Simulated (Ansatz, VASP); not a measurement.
# Ir: VASP beside Ansatz

```xyz
4
Lattice="2.7856 0.0000 0.0000 -1.3928 2.4124 0.0000 0.0000 0.0000 9.1023" Properties=species:S:1:pos:R:3 pbc="T T T"
Ir    1.3928    2.4124    9.1023
Ir    1.3928    2.4124    4.5512
Ir    0.0000    1.6082    2.2756
Ir    1.3928    0.8041    6.8268
```

Alike in both runs: functional BLYP; k mesh 13 × 13 × 4; occupations fermi-dirac, width 0.1 eV; no spin polarisation.

Ansatz relaxed the structure, and its values are those at the end. VASP's run is a single point on that final structure, the one shown.

```csv
,VASP,Ansatz
version,VASP 6.6.1,Ansatz 0.2.0
potentials or method,"VASP PAW PBE potentials, release 64 (Ir), cutoff 520 eV","plane waves (420 eV) with PAW, scalar-relativistic"
valence electrons in the cell,36,68
```

```tsv
	VASP	Ansatz	Ansatz less VASP
pressure (GPa)	2.3	0.0	-2.34
```

VASP's potentials were made for PBE, not for BLYP. VASP's potentials hold 36 valence electrons a cell and Ansatz's 68, so a difference there can come from the potentials and not from the codes.

Spin-orbit coupling is off throughout.
